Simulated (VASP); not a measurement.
Set up this calculation in VASP 6.6.1, as the native input.

```yaml
Task: electric field gradients
Functional: LDA
Potentials_or_basis: VASP PAW LDA potentials, release 64 (Sr_sv, Mg)
Cutoff: 520 eV
k_mesh: 9 × 9 × 9
Occupations: fermi-dirac, width 0.05 eV
Spin: no spin polarisation
Dipole_correction: no
Further_INCAR_settings: ALGO = Normal; EDIFF = 1e-08; NBANDS = 13
```

The structure of SrMg lies in POSCAR:

```
SrMg
1.0
    3.8869564243      0.0000000000      0.0000000000
    0.0000000000      3.8869564243      0.0000000000
    0.0000000000      0.0000000000      3.8869564243
Sr Mg
1 1
Direct
    0.5000000000      0.5000000000      0.5000000000
    0.0000000000      0.0000000000      0.0000000000
```

This cell differs from its parent crystal: volume scaled by 0.99.

The input as run:

INCAR

```
SYSTEM = SrMg
  PREC = Accurate
  ENCUT = 520
  EDIFF = 1E-8
  ISMEAR = -1
  SIGMA = 0.05
  LREAL = .FALSE.
  LASPH = .TRUE.
  NELM = 100
  ALGO = Normal
  ISIF = 2
  LWAVE = .FALSE.
  LCHARG = .FALSE.
  LEFG = .TRUE.
  NBANDS = 13
```

KPOINTS

```
Automatic mesh
0
G
  9 9 9
  0 0 0
```

Potentials or basis: VASP PAW LDA potentials, release 64 (Sr_sv, Mg).

Command:

```bash
$ cat potpaw_LDA.64/Sr_sv/POTCAR potpaw_LDA.64/Mg/POTCAR > POTCAR
$ mpirun -np 1 vasp_std > vasp.out
```

It gave:

- Pressure: 3.6 GPa
- Band gap on the k mesh: zero (band 6 reaches 3.27 eV, above the bottom of band 7 at 1.89 eV)

Caveat: without QUAD_EFG the Cq values of the log hold for a quadrupole moment of 1 mb, not for the nuclei.

Run time: 23 s on 1 thread of AMD EPYC 7R13 Processor (Zen 3), on a shared host, peak memory 0.13 GiB.
